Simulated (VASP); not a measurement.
Input of a VASP 6.6.1 run:

Contents of POSCAR:

```
KI
1.0
    0.0000000000      3.5442852436      3.4733995387
    3.5442852436      0.0000000000      3.4733995387
    3.5442852436      3.5442852436      0.0000000000
K I
1 1
Direct
    0.0000000000      0.0000000000      0.0000000000
    0.5000000000      0.5000000000      0.5000000000
```

INCAR.step1

```
SYSTEM = KI
PREC = Accurate ; ENCUT = 520
EDIFF = 1E-5 ; ISMEAR = 0
SIGMA = 0.01 ; LREAL = .False.
LASPH = .True. ; NELM = 100
ALGO = Normal ; ISIF = 2
LWAVE = .True. ; LCHARG = .False.
GGA = PE ; NBANDS = 15
```

File INCAR.step2:

```
SYSTEM = KI
PREC = Accurate ; ENCUT = 520
EDIFF = 1E-6 ; ISMEAR = 0
SIGMA = 0.01 ; LREAL = .False.
LASPH = .True. ; NELM = 100
ALGO = Normal ; ISIF = 2
LWAVE = .False. ; LCHARG = .False.
GGA = PE ; LHFCALC = .True.
HFSCREEN = 0.2079 ; PRECFOCK = Normal
ISTART = 1 ; NBANDS = 15
```

The input KPOINTS:

```
regular mesh
0
Gamma
  4 4 4
  0 0 0
```

Potentials or basis: VASP PAW PBE potentials, release 64 (K_sv, I).

The run is started by

```sh
$ cat potpaw_PBE.64/K_sv/POTCAR potpaw_PBE.64/I/POTCAR > POTCAR
$ cp INCAR.step1 INCAR
$ mpirun -np 1 vasp_std > vasp.out
$ cp INCAR.step2 INCAR
$ mpirun -np 1 vasp_std > vasp.out
```

Q: What does it give for the pressure?

A: 0.6 GPa.

Q: What does it give for the band gap on the k mesh?

A: 4.98 eV.

Stress tensor (GPa, compression positive):
```
0.37 0.00 0.00
0.00 0.37 0.00
0.00 0.00 0.96
```

Caveat: the cell differs from its parent crystal (uniaxial z strain -2.0%); the PAW data sets were made with another functional, which shifts forces and pressure a little; spin-orbit coupling is left out, which moves the levels of the heavy elements.
